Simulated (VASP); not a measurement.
# Mo3P3H in VASP: relaxation of the atoms with PBEsol

Aim: the relaxation of the atoms of Mo3P3H with PBEsol.

All numbers are computed with VASP 6.6.1; they aren't measurements. Logs are shortened: lines on timing, memory, paths and dates and some standing lists are left out, and cuts for length are marked.

## (1) The cell of the first run

The cell holds a slab with vacuum, 7 atoms: a = 3.174 Å, b = 3.206 Å, c = 25.479 Å, α = 90.00°, β = 90.00°, γ = 90.00°.

## (2) Relaxation of the atoms, PBEsol

The input, INCAR:

```
ALGO = Normal
DIPOL = 0.5 0.5 0.483
EDIFF = 1E-7
EDIFFG = -0.02
ENCUT = 450
GGA = PS
GGA_COMPAT = False
IBRION = 2
IDIPOL = 3
ISIF = 2
ISMEAR = 0
LASPH = True
LCHARG = False
LDIPOL = True
LREAL = False
LWAVE = False
NELM = 120
NELMDL = -8
NELMIN = 4
NSW = 45
PREC = Accurate
SIGMA = 0.1
```

The input, KPOINTS:

```
k-points
0
Gamma
  9 9 1
```

The input, POSCAR:

```
Mo3P3H
1.0
    3.1741350969      0.0000000000      0.0000000000
    0.0000000000      3.2062346803      0.0000000000
    0.0000000000      0.0000000000     25.4789215952
Mo P H
3 3 1
Selective dynamics
Direct
    0.0000000000      0.5000000000      0.3336090960  F F F
    0.0000000000      0.0000000000      0.4425886174  F F F
    0.0000000000      0.5000000000      0.5501261364  F F F
    0.5000000000      0.0000000000      0.3699356032  F F F
    0.5000000000      0.5000000000      0.4792943049  F F F
    0.5000000000      0.0000000000      0.5907329554  F F F
    0.7500000000      0.5000000000      0.6158517579  F F T
```

Potentials or basis: VASP PAW PBE potentials, release 64 (Mo_sv, P, H).

Started as:

```
$ cat potpaw_PBE.64/Mo_sv/POTCAR potpaw_PBE.64/P/POTCAR potpaw_PBE.64/H/POTCAR > POTCAR
$ mpirun -np 1 vasp_std > vasp.out
```

OUTCAR:

```text
EDIFF = 1E-7
   EDIFFG = -0.02
   ENCUT = 450
   GGA = PS
   IBRION = 2
   ISIF = 2
   ISMEAR = 0
   LASPH = True
   LREAL = False
   NELM = 120
   NELMDL = -8
   NELMIN = 4
   NSW = 45
   PREC = Accurate

 ion  position               nearest neighbor table
   1  0.000  0.500  0.334-   4 2.44   4 2.44   4 2.44   4 2.44   2 3.21   2 3.21
   2  0.000  0.000  0.443-   4 2.44   4 2.44   5 2.44   5 2.44   5 2.44   5 2.44   3 3.17   3 3.17
                             1 3.21   1 3.21
   3  0.000  0.500  0.550-   7 1.85   5 2.40   5 2.40   6 2.48   6 2.48   6 2.48   6 2.48   2 3.17
                             2 3.17
   4  0.500  0.000  0.370-   2 2.44   2 2.44   1 2.44   1 2.44   1 2.44   1 2.44
   5  0.500  0.500  0.479-   3 2.40   3 2.40   2 2.44   2 2.44   2 2.44   2 2.44
   6  0.500  0.000  0.591-   7 1.90   7 1.90   3 2.48   3 2.48   3 2.48   3 2.48
   7  0.750  0.500  0.616-   3 1.85   6 1.90   6 1.90

  LATTYP: Found a simple orthorhombic cell.
 ALAT       =     3.1741350969
 B/A-ratio  =     1.0101128599
 C/A-ratio  =     8.0270438458

  Lattice vectors:

 A1 = (   3.1741350969,   0.0000000000,   0.0000000000)
 A2 = (   0.0000000000,   3.2062346803,   0.0000000000)
 A3 = (   0.0000000000,   0.0000000000,  25.4789215952)

Analysis of symmetry for initial positions (statically):
=====================================================================
 Subroutine PRICEL returns:
 Original cell was already a primitive cell.

 Routine SETGRP: Setting up the symmetry group for a
 simple orthorhombic supercell.

 Subroutine GETGRP returns: Found  2 space group operations
 (whereof  2 operations were pure point group operations)
 out of a pool of  8 trial point group operations.

The static configuration has the point symmetry C_1h.

Analysis of symmetry for dynamics (positions and initial velocities):
=====================================================================
 Subroutine PRICEL returns:
 Original cell was already a primitive cell.

 Routine SETGRP: Setting up the symmetry group for a
 simple orthorhombic supercell.

 Subroutine GETGRP returns: Found  2 space group operations
 (whereof  2 operations were pure point group operations)
 out of a pool of  8 trial point group operations.

The dynamic configuration has the point symmetry C_1h.

Analysis of constrained symmetry for selective dynamics:
=====================================================================
 Subroutine PRICEL returns:
 Original cell was already a primitive cell.

 Routine SETGRP: Setting up the symmetry group for a
 simple orthorhombic supercell.

 Subroutine GETGRP returns: Found  2 space group operations
 (whereof  2 operations were pure point group operations)
 out of a pool of  8 trial point group operations.

The constrained configuration has the point symmetry C_1h.

 Subroutine INISYM returns: Found  2 space group operations
 (whereof  2 operations are pure point group operations),
 and found     1 'primitive' translations

----------------------------------------------------------------------------------------

                                     Primitive cell

  volume of cell :     259.2995

  direct lattice vectors                    reciprocal lattice vectors
     3.174135097  0.000000000  0.000000000     0.315046452  0.000000000  0.000000000
     0.000000000  3.206234680  0.000000000     0.000000000  0.311892328  0.000000000
     0.000000000  0.000000000 25.478921595     0.000000000  0.000000000  0.039248129

  length of vectors
     3.174135097  3.206234680 25.478921595     0.315046452  0.311892328  0.039248129

  position of ions in fractional coordinates (direct lattice)
     0.000000000  0.500000000  0.333609096
     0.000000000  0.000000000  0.442588617
     0.000000000  0.500000000  0.550126136
     0.500000000  0.000000000  0.369935603
     0.500000000  0.500000000  0.479294305
     0.500000000  0.000000000  0.590732955
     0.750000000  0.500000000  0.615851758

  ion indices of the primitive-cell ions
   primitive index   ion index
                 1           1
                 2           2
                 3           3
                 4           4
                 5           5
                 6           6
                 7           7

----------------------------------------------------------------------------------------

 KPOINTS: k-points

Automatic generation of k-mesh.
 Grid dimensions read from file:
 generate k-points for:    9    9    1

 Generating k-lattice:

  Cartesian coordinates                     Fractional coordinates (reciprocal lattice)
     0.035005161  0.000000000  0.000000000     0.111111111  0.000000000  0.000000000
     0.000000000  0.034654703  0.000000000     0.000000000  0.111111111  0.000000000
     0.000000000  0.000000000  0.039248129     0.000000000  0.000000000  1.000000000

  Length of vectors
     0.035005161  0.034654703  0.039248129

  Shift w.r.t. Gamma in fractional coordinates (k-lattice)
     0.000000000  0.000000000  0.000000000

 Subroutine IBZKPT returns following result:
 ===========================================

 Found     25 irreducible k-points:

 Following reciprocal coordinates:
            Coordinates               Weight
  0.000000  0.000000  0.000000      1.000000
  0.111111  0.000000  0.000000      2.000000
  0.222222  0.000000  0.000000      2.000000
  0.333333  0.000000  0.000000      2.000000
  0.444444  0.000000  0.000000      2.000000
  0.000000  0.111111  0.000000      2.000000
[... 16 lines left out ...]
  0.222222  0.444444  0.000000      4.000000
  0.333333  0.444444  0.000000      4.000000
   k-points           NKPTS =     25   k-points in BZ     NKDIM =     25   number of bands    NBANDS=     34
   number of dos      NEDOS =    301   number of ions     NIONS =      7
   total plane-waves  NPLWV = 103680
   dimension x,y,z NGX =    24 NGY =   24 NGZ =  180
   dimension x,y,z NGXF=    48 NGYF=   48 NGZF=  360
   ions per type =               3   3   1
   NGX,Y,Z   is equivalent  to a cutoff of  12.57, 12.44, 11.74 a.u.
   NGXF,Y,Z  is equivalent  to a cutoff of  25.14, 24.89, 23.49 a.u.
 SYSTEM =  unknown system
   PREC   = accura    normal or accurate (medium, high low for compatibility)
   ISTART =      0    job   : 0-new  1-cont  2-samecut
   ICHARG =      2    charge: 1-file 2-atom 10-const
   ISPIN  =      1    spin polarized calculation?
   LNONCOLLINEAR =      F non collinear calculations
   LSORBIT =      F    spin-orbit coupling
   LASPH  =      T    aspherical Exc in radial PAW
   ENCUT  =  450.0 eV  33.07 Ry    5.75 a.u.   5.49  5.55 44.07*2*pi/ulx,y,z
   NELM   =    120;   NELMIN=  4; NELMDL= -8     # of ELM steps
   EDIFF  = 0.1E-06   stopping-criterion for ELM
   LREAL  =      F    real-space projection
   EDIFFG = -.2E-01   stopping-criterion for IOM
   NSW    =     45    number of steps for IOM
   IBRION =      2    ionic relax: 0-MD 1-quasi-New 2-CG
   NFREE  =      1    steps in history (QN), initial steepest desc. (CG)
   ISIF   =      2    stress and relaxation
   ISYM   =      2    0-nonsym 1-usesym 2-fastsym
   POTIM  = 0.5000    time-step for ionic-motion
   TEBEG  =    0.0;   TEEND  =   0.0 temperature during run
   PSTRESS=    0.0 pullay stress
   NELECT =      58.0000    total number of electrons
   NUPDOWN=      -1.0000    fix difference up-down
   EMIN   =  10.00;   EMAX   =-10.00  energy-range for DOS
   EFERMI =   0.00;   METHOD = LEGACY
   ISMEAR =     0;   SIGMA  =   0.10  broadening in eV -4-tet -1-fermi 0-gaus
   EFERMI_NEDOS =   21; number of points for ismear=-14 and -15
   IALGO  =     38    algorithm
   IMIX   =      4    mixing-type and parameters
     AMIX     =   0.40;   BMIX     =  1.00
     AMIX_MAG =   1.60;   BMIX_MAG =  1.00
  volume/ion in A,a.u.               =      37.04       249.98
  Fermi-wavevector in a.u.,A,eV,Ry     =   0.993765  1.877943 13.436683  0.987568
  Thomas-Fermi vector in A             =   2.125669
   LORBIT       =      0    0 simple, 1 ext, 2 COOP (PROOUT), +10 PAW based schemes
   GGA     = PS    functional components
   LHFCALC =     F    Hartree Fock is set to
   AEXX    =    0.0000 exact exchange contribution
   IVDW    =     0    specifies the selected vdW correction
   LEPSILON=     F    determine dielectric tensor
   LRPA    =     F    only Hartree local field effects (RPA)
 conjugate gradient relaxation of ions
 non-spin polarized calculation
 Gauss-broadening in eV      SIGMA  =   0.10
  energy-cutoff  :      450.00
  volume of cell :      259.30
 maximum number of plane-waves:      5697
 NGX is ok and might be reduce to    24
   NGX = 11   NGY = 11   NGZ = 89

 dipolmoment           0.000000      0.000000     -0.126702 electrons x Angstroem

--------------------------------------- Ionic step        1  -------------------------------------------

 number of electron      58.0000008 magnetization

 Free energy of the ion-electron system (eV)
  ---------------------------------------------------
  ext. energy  EPLUGINS =         0.00000000
  ---------------------------------------------------
  free energy    TOTEN  =       -56.84499470 eV

  energy without entropy =      -56.81783337  energy(sigma->0) =      -56.83141404

------------------------ aborting loop because EDIFF is reached ----------------------------------------

  FORCE on cell =-STRESS in cart. coord.  units (eV):
  Direction    XX          YY          ZZ          XY          YZ          ZX
  --------------------------------------------------------------------------------------
  -------------------------------------------------------------------------------------
  Total       -1.7231930     -4.8463463     -1.1989058      0.0000000      0.0000000      1.0154126
  in kB      -10.6473797    -29.9449280     -7.4078788      0.0000000      0.0000000      6.2740993
  external PRESSURE =     -16.0000622 kB  Pullay stress =       0.0000000 kB
[... 69 lines left out ...]
--------------------------------------- Ionic step        3  -------------------------------------------

 number of electron      58.0000009 magnetization

 dipolmoment           0.000000      0.000000      0.030469 electrons x Angstroem

 Free energy of the ion-electron system (eV)
  ---------------------------------------------------
  ext. energy  EPLUGINS =         0.00000000
  ---------------------------------------------------
  free energy    TOTEN  =       -56.84563888 eV

  energy without entropy =      -56.81845059  energy(sigma->0) =      -56.83204474

 E-fermi :   0.7673     XC(G=0):  -5.0514

 val. band max:        0.7540247090   @ k =   0.0000   0.4444   0.0000
 cond. band min:       0.7684424318   @ k =   0.4444   0.0000   0.0000
 fundamental gap:      0.0144177228
 Fermi energy:         0.7672541038

 k-point     1 :       0.0000    0.0000    0.0000
  band No.  band energies     occupation
      1     -60.3302      2.00000
      2     -60.1325      2.00000
      3     -59.8972      2.00000
      4     -34.5787      2.00000
      5     -34.4556      2.00000
      6     -34.3828      2.00000
[... 877 lines left out ...]
     33       2.7002      0.00000
     34       3.3608      0.00000

 [... further k-points ...]

------------------------ aborting loop because EDIFF is reached ----------------------------------------

 vacuum level on the upper side and lower side of the slab       (xc-potential included)         0.250        -0.282

  FORCE on cell =-STRESS in cart. coord.  units (eV):
  Direction    XX          YY          ZZ          XY          YZ          ZX
  --------------------------------------------------------------------------------------
  -------------------------------------------------------------------------------------
  Total       -1.7648229     -4.8817858     -1.3683126      0.0000000      0.0000000      1.0660653
  in kB      -10.9046055    -30.1639037     -8.4546213      0.0000000      0.0000000      6.5870754
  external PRESSURE =     -16.5077102 kB  Pullay stress =       0.0000000 kB
[... 22 lines left out ...]
  FREE ENERGIE OF THE ION-ELECTRON SYSTEM (eV)
  ---------------------------------------------------
  free  energy   TOTEN  =       -56.8456388768 eV

  energy  without entropy=      -56.8184505939  energy(sigma->0) =      -56.83204474

 reached required accuracy - stopping structural energy minimisation

 vacuum level on the upper side and lower side of the slab         5.773         5.231
```

It took 16 min on 1 thread of Oxide Virtual Turin-like, shared host; peak memory 0.39 GiB.

Results:

```yaml
Free_energy: -56.8456 eV
Energy_gained_by_relaxing: 0.1 meV/atom
Ionic_steps: 3
Band_gap_on_the_k_mesh: zero (bands 29 and 30 overlap by 0.94 eV)
```

Step by step:
| step | energy change (eV) | largest force on free atoms (eV/Å) | pressure (GPa) |
| --- | --- | --- | --- |
| 1 | 0.0000 | 0.0934 | -1.60 |
| 2 | -0.0004 | 0.0628 | -1.62 |
| 3 | -0.0006 | 0.0058 | -1.65 |

Final structure:
```
Mo P H
1.0
     3.17414    0.00000    0.00000
     0.00000    3.20623    0.00000
     0.00000    0.00000   25.47892
Mo P H
3 3 1
Direct
  0.00000 0.50000 0.33361
  0.00000 0.00000 0.44259
  0.00000 0.50000 0.55013
  0.50000 0.00000 0.36994
  0.50000 0.50000 0.47929
  0.50000 0.00000 0.59073
  0.75000 0.50000 0.61643
```

Caveat: the PAW data sets were made with another functional, which shifts forces and pressure a little.
